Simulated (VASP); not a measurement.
The system is Zr2SbH.

```
Zr Sb H
1.0
     3.99928    0.00000    0.00000
    -1.99964    3.46348    0.00000
     0.00000    0.00000    6.19888
Zr Sb H
2 1 1
Direct
  0.00000 0.00000 0.75000
  0.00000 0.00000 0.25000
  0.66667 0.33333 0.50000
  0.33333 0.66667 0.00000
```

| Quantity | Value |
| --- | --- |
| Program | VASP 6.6.1 |
| Task | relaxation of cell and atoms |
| Functional | PBE |
| Potentials or basis | VASP PAW PBE potentials, release 64 (Zr_sv, Sb, H) |
| Cutoff | 600 eV |
| k mesh | 6 × 6 × 4 |
| Occupations | gaussian, width 0.1 eV |
| Spin | no spin polarisation |

At the start: pressure 2.2 GPa; volume 21.47 Å³/atom.

**Question.** How do energy, volume and symmetry change on relaxing?

**Answer.** Over 15 steps the energy falls by 397.1 meV/atom and the volume is 17.76 Å³/atom (-17.3 %); space group P-6m2 (No. 187, to 0.1 Å) before and after.

The path:
```csv
step,energy change (eV),largest force (eV/Å),pressure (GPa),volume (Å³)
1,0.0000,2.2482,2.22,85.86
2,-0.3290,0.4384,-5.21,89.56
3,-0.3385,0.2564,-6.27,90.32
4,-0.6793,0.0023,-5.40,85.75
5,-1.1778,1.1119,0.70,72.17
6,-1.4076,0.4553,1.42,70.76
7,-1.5368,0.1038,2.63,69.54
8,-1.3238,0.5780,7.62,66.72
9,-1.5453,0.2642,3.18,69.08
10,-1.5719,0.1223,-2.13,72.56
11,-1.5849,0.1521,-0.64,71.49
12,-1.5863,0.1673,-0.02,71.04
13,-1.5864,0.1678,0.04,71.00
14,-1.5883,0.0596,-0.03,71.02
15,-1.5885,0.0148,-0.05,71.02
```

Final structure:
```cif
data_structure
_symmetry_space_group_name_H-M 'P 1'
_symmetry_Int_Tables_number 1
_cell_length_a 3.2624
_cell_length_b 3.2624
_cell_length_c 7.7054
_cell_angle_alpha 90.000
_cell_angle_beta 90.000
_cell_angle_gamma 120.000
_cell_volume 71.02
loop_
_atom_site_label
_atom_site_type_symbol
_atom_site_fract_x
_atom_site_fract_y
_atom_site_fract_z
_atom_site_occupancy
Zr1 Zr 0.00000 0.00000 0.80795 1
Zr2 Zr 0.00000 0.00000 0.19205 1
Sb1 Sb 0.66667 0.33333 0.50000 1
H1 H 0.33333 0.66667 0.00000 1
```

Caveat: the volume moved by over 15 % at a fixed basis, so the end points are rough.
